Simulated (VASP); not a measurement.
A run of VASP 6.6.1 is set up as follows.

File INCAR:

```
ALGO = Normal
EDIFF = 1E-6
ENCUT = 520
GGA = PE
ISIF = 2
ISMEAR = -1
LASPH = T
LCHARG = T
LELF = T
LREAL = F
LVHAR = T
LWAVE = F
NBANDS = 8
NELM = 80
PREC = Accurate
SIGMA = 0.08
```

KPOINTS

```
k-points
0
Gamma
  15 15 15
```

File POSCAR:

```
Sb
1.0
    0.0000000000      2.3959653716      2.3959653716
    2.3959653716      0.0000000000      2.3959653716
    2.3959653716      2.3959653716      0.0000000000
Sb
1
Direct
    0.0000000000      0.0000000000      0.0000000000
```

Potentials or basis: VASP PAW PBE potentials, release 64 (Sb).

Command:

```bash
$ cat potpaw_PBE.64/Sb/POTCAR > POTCAR
$ mpirun -np 1 vasp_std > vasp.out
```

(1) Estimate the pressure.

Results:

(1) -0.1 GPa.
